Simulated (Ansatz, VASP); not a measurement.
Two plane-wave programs on Si3Sn

```
Si Sn
1.0
     4.24986    0.00000    0.00000
     0.00000    4.24986    0.00000
     0.00000    0.00000    4.24986
Si Sn
3 1
Direct
  0.50000 0.50000 0.00000
  0.50000 0.00000 0.50000
  0.00000 0.50000 0.50000
  0.00000 0.00000 0.00000
```

Change from the starting cell: species swapped into the CuAu3 type (Pm-3m, No. 221).

Alike in both runs: functional PBE; k mesh 4 × 4 × 4; occupations gaussian, width 0.1 eV; no spin polarisation.

Ansatz relaxed the structure, and its values are those at the end. VASP's run is a single point on that final structure, the one shown.

|  | VASP | Ansatz |
| --- | --- | --- |
| version | VASP 6.6.1 | Ansatz 0.2.0 |
| potentials or method | VASP PAW PBE potentials, release 64 (Si, Sn_d), cutoff 520 eV | scalar-relativistic, plane waves, PAW |
| valence electrons in the cell | 26 | 26 |

Ansatz gave:

* gap on the k mesh at the Fermi level (eV): none
* pressure (GPa): 0.2

Question: What did VASP give for the same quantities?

Answer: gap on the k mesh at the Fermi level (eV): none; pressure (GPa): 0.1.

A gap of «none» marks a metal or a gap that the smearing closes.

The k mesh is coarse, so the values compare programs but aren't converged.
